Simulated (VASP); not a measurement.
Wanted: the native input for a VASP 6.6.1 run.

- Task: single point
- Functional: LDA
- Potentials or basis: VASP PAW LDA potentials, release 64 (Zr_sv, B)
- Cutoff: 520 eV
- k mesh: 15 × 15 × 12
- Occupations: gaussian, width 0.15 eV
- Spin: no spin polarisation
- Dipole correction: no
- Further INCAR settings: ALGO = Normal; EDIFF = 1e-06; NBANDS = 16

The structure of ZrB2 lies in POSCAR:

```
ZrB2
1.0
    3.0699000000      0.0000000000      0.0000000000
   -1.5349500000      2.6586113871      0.0000000000
    0.0000000000      0.0000000000      3.5470000000
Zr B
1 2
Direct
    0.0000000000      0.0000000000      0.0000000000
    0.3333333333      0.6666666667      0.5000000000
    0.6666666667      0.3333333333      0.5000000000
```

These files were run (other wordings do the same):

INCAR

```
SYSTEM = ZrB2
PREC = Accurate
ENCUT = 520
EDIFF = 1E-6
ISMEAR = 0
SIGMA = 0.15
LREAL = .FALSE.
LASPH = .TRUE.
NELM = 60
ALGO = Normal
ISIF = 2
LWAVE = .FALSE.
LCHARG = .FALSE.
NBANDS = 16
```

KPOINTS

```
Automatic mesh
0
G
  15 15 12
  0 0 0
```

Potentials or basis: VASP PAW LDA potentials, release 64 (Zr_sv, B).

Launch:

```sh
$ cat potpaw_LDA.64/Zr_sv/POTCAR potpaw_LDA.64/B/POTCAR > POTCAR
$ mpirun -np 1 vasp_std > vasp.out
```

Results of the run:

```
Pressure               : 7.7 GPa
Band gap on the k mesh : zero (bands 9 and 10 overlap by 1.10 eV)
```

Caveat: the cell stands under pressure.

It took 100 s on 1 thread of Intel Xeon 8259CL, on a shared host, peak memory 0.2 GiB.
